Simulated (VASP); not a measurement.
Wanted: the native input for a VASP 6.6.1 run.

```yaml
Task: single point
Functional: BLYP
Potentials_or_basis: VASP PAW PBE potentials, release 64 (Ga_d)
Cutoff: 520 eV
k_mesh: 21 × 21 × 13
Occupations: fermi-dirac, width 0.1 eV
Spin: no spin polarisation
Dipole_correction: no
Further_INCAR_settings: ALGO = Normal; EDIFF = 1e-06; NBANDS = 20
```

The structure of Ga lies in POSCAR:

```
Ga
1.0
   -2.6826970395      2.4707052075      1.4554475435
    2.4707052075     -2.6826970395      1.4554475435
    3.0850198804      3.0850198804     -1.8437109720
Ga
2
Direct
    0.9901287980      0.0098712020      0.0000000000
    0.7598712020      0.2401287980      0.5000000000
```

One way to write it, as run:

INCAR

```
SYSTEM = Ga
PREC     = Accurate       ! precision mode
ENCUT    = 520            ! plane-wave cutoff, eV
EDIFF    = 1E-6           ! SCF threshold, eV
ISMEAR   = -1             ! smearing method
SIGMA    = 0.1            ! smearing width, eV
LREAL    = .False.        ! projectors in reciprocal space
LASPH    = .True.         ! aspherical terms in the spheres
NELM     = 60             ! most SCF steps
ALGO     = Normal         ! electronic algorithm
ISIF     = 2              ! what is computed and relaxed
LWAVE    = .False.        ! write WAVECAR
LCHARG   = .True.         ! write CHGCAR
GGA      = B5             ! functional
ALDAX    = 1.0          
AGGAX    = 1.0          
AGGAC    = 1.0          
ALDAC    = 0.0          
LELF     = .True.         ! ELF
LVHAR    = .True.       
NBANDS   = 20             ! bands
```

KPOINTS

```
regular mesh
0
Gamma
  21 21 13
  0 0 0
```

Potentials or basis: VASP PAW PBE potentials, release 64 (Ga_d).

Run with:

```bash
$ cat potpaw_PBE.64/Ga_d/POTCAR > POTCAR
$ mpirun -np 1 vasp_std > vasp.out
```

It gave:

The pressure is 0.0 GPa, the largest force is 0.005 eV/Å and the band gap on the k mesh is zero (bands 13 and 14 overlap by 6.61 eV).

Caveat: the PAW data sets were made with another functional, which shifts forces and pressure a little.

Run time: 8.5 min on 1 thread of Intel(R) Xeon(R) 6975P-C (Granite Rapids), on a shared host, peak memory 1 GiB.
